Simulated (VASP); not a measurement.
A run of VASP 6.6.1:

File INCAR:

```
PREC = Accurate ; ENCUT = 520
EDIFF = 1E-7 ; ISMEAR = 1
SIGMA = 0.15 ; LREAL = False
LASPH = True ; NELM = 60
ALGO = Normal ; ISIF = 2
LWAVE = False ; LCHARG = False
GGA = CA ; NBANDS = 18
```

Contents of KPOINTS:

```
regular mesh
0
Gamma
  6 6 6
```

File POSCAR:

```
Al3Cu
1.0
    3.9241510000      0.0000000000      0.0000000000
    0.0000000000      3.9241510000      0.0000000000
    0.0000000000      0.0000000000      3.9241510000
Al Cu
3 1
Direct
    0.0000000000      0.5000000000      0.5000000000
    0.5000000000      0.0000000000      0.5000000000
    0.5000000000      0.5000000000      0.0000000000
    0.0000000000      0.0000000000      0.0000000000
```

Potentials or basis: VASP PAW LDA potentials, release 64 (Al, Cu).

The run is started by

```sh
$ cat potpaw_LDA.64/Al/POTCAR potpaw_LDA.64/Cu/POTCAR > POTCAR
$ mpirun -np 1 vasp_std > vasp.out
```

Hardware: 1 thread of AMD EPYC 7R13 Processor (Zen 3) (shared host).

Q: Estimate the wall time of this run.

A: Wall time 42 s on 1 thread of AMD EPYC 7R13 Processor (Zen 3), with other jobs on the host, peak memory 0.12 GiB. Counts: scf iterations 16, k points 20.
